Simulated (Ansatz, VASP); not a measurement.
## Two plane-wave programs on WSe2

INCAR

```
SYSTEM = WSe2
ALGO = Normal ; EDIFF = 1E-6
ENCUT = 500 ; GGA = PE
GGA_COMPAT = .False. ; ISIF = 2
ISMEAR = 0 ; IVDW = 12
LASPH = .True. ; LCHARG = .False.
LREAL = .False. ; LWAVE = .False.
NBANDS = 20 ; NELM = 120
PREC = Accurate ; SIGMA = 0.1
```

The input KPOINTS:

```
k-points
0
Gamma
  6 6 1
  0 0 0
```

POSCAR

```
WSe2
1.0
    3.3179375931      0.0000000000      0.0000000000
   -1.6589687966      2.8734182438      0.0000000000
    0.0000000000      0.0000000000     16.6581424200
W Se
1 2
Direct
    0.0000000000      0.0000000000      0.0000000000
    0.3333333300      0.6666666700      0.0997865200
    0.3333333300      0.6666666700      0.9002134800
```

Input for Ansatz:

```yaml
crystal:
  lattice:
    - [3.3179375931, 0.0, 0.0]
    - [-1.6589687966, 2.8734182438, 0.0]
    - [0.0, 0.0, 16.65814242]
  atoms:
    - { symbol: W, position: [0.0, 0.0, 0.0] }
    - { symbol: Se, position: [0.33333333, 0.66666667, 0.09978652] }
    - { symbol: Se, position: [0.33333333, 0.66666667, 0.90021348] }
basis:
  ecutwfc: 420
kpoints:
  mp_grid: { grid: [6, 6, 1] }
hamiltonian:
  xc: pbe
  pseudopotentials: { kind: paw, azcp: { folder: soft_1 } }
  dispersion: d3bj
scf:
  occupations: { method: gaussian, width: 0.1 }
output:
  forces: true
  stress: true
  eigenvalues: true
```

Alike in both runs: task single point; functional PBE; dispersion D3(BJ); k mesh 6 × 6 × 1; occupations gaussian, width 0.1 eV; no spin polarisation.

```csv
,VASP,Ansatz
version,VASP 6.6.1,Ansatz 0.2.0
potentials or method,"VASP PAW PBE potentials, release 64 (W_sv, Se), cutoff 500 eV","scalar-relativistic, plane waves, PAW"
valence electrons in the cell,26,46
```

VASP gave:

* gap on the k mesh at the Fermi level (eV): 1.52
* least direct gap on the mesh (eV): 1.52
* rms of the force components (eV/Å): 0.110

Which values does Ansatz return?

gap on the k mesh at the Fermi level (eV): 1.52; least direct gap on the mesh (eV): 1.52; rms of the force components (eV/Å): 0.087.

Atom by atom the forces differ by 0.023 eV/Å (rms over components). VASP's potentials hold 26 valence electrons a cell and Ansatz's 46, so a difference there can come from the potentials and not from the codes.

Spin-orbit coupling is off throughout.
